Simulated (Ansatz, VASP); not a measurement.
# TiB2 in VASP and in Ansatz

```xyz
3
Lattice="3.0292 0.0000 0.0000 -1.5146 2.6234 0.0000 0.0000 0.0000 3.2607" Properties=species:S:1:pos:R:3 pbc="T T T"
Ti    0.0000    0.0000    0.0000
B     0.0000    1.7489    1.6303
B     1.5146    0.8745    1.6303
```

Change from the starting cell: zz strain of +1 %.

Alike in both runs: task single point; functional PBE; k mesh 15 × 15 × 13; occupations fermi-dirac, width 0.08 eV; no spin polarisation.

|  | VASP | Ansatz |
| --- | --- | --- |
| version | VASP 6.6.1 | Ansatz 0.2.0 |
| potentials or method | VASP PAW PBE potentials, release 64 (Ti_sv, B), cutoff 520 eV | all-electron LAPW, scalar-relativistic |

|  | VASP | Ansatz | Ansatz less VASP |
| --- | --- | --- | --- |
| pressure (GPa) | -1.7 | -1.9 | -0.17 |
| traceless stress, the component that is largest in VASP (GPa) | -2.95 | -2.93 | +0.015 |

Ansatz ran all-electron here, and VASP with PAW potentials.
